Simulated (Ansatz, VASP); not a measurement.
AlSb2Br2: VASP beside Ansatz

```
Al Sb Br
1.0
     4.07140    0.00000    0.00000
    -2.03570    3.52594    0.00000
     0.00000    0.00000   13.30601
Al Sb Br
1 2 2
Cartesian
  0.0000 0.0000 0.0000
  0.0000 2.3506 7.4796
  2.0357 1.1753 5.8264
  0.0000 2.3506 1.4557
  2.0357 1.1753 11.8503
```

Alike in both runs: functional PBE; k mesh 12 × 12 × 4; occupations gaussian, width 0.1 eV; no spin polarisation.

Ansatz relaxed the structure, and its values are those at the end. VASP's run is a single point on that final structure, the one shown.

```csv
,VASP,Ansatz
version,VASP 6.6.1,Ansatz 0.2.0
potentials or method,"VASP PAW PBE potentials, release 64 (Al, Sb, Br), cutoff 520 eV","scalar-relativistic, plane waves, PAW"
valence electrons in the cell,27,47
```

VASP gave:

| Property | Result |
| --- | --- |
| gap on the k mesh at the Fermi level (eV) | none |
| pressure (GPa) | 0.0 |
| rms of the force components (eV/Å) | 0.031 |

Q: Which values does Ansatz return?

A: gap on the k mesh at the Fermi level (eV): none; pressure (GPa): 0.0; rms of the force components (eV/Å): 0.001.

A gap of «none» marks a metal or a gap that the smearing closes. VASP's potentials hold 27 valence electrons a cell and Ansatz's 47, so a difference there can come from the potentials and not from the codes.

Spin-orbit coupling is off throughout.
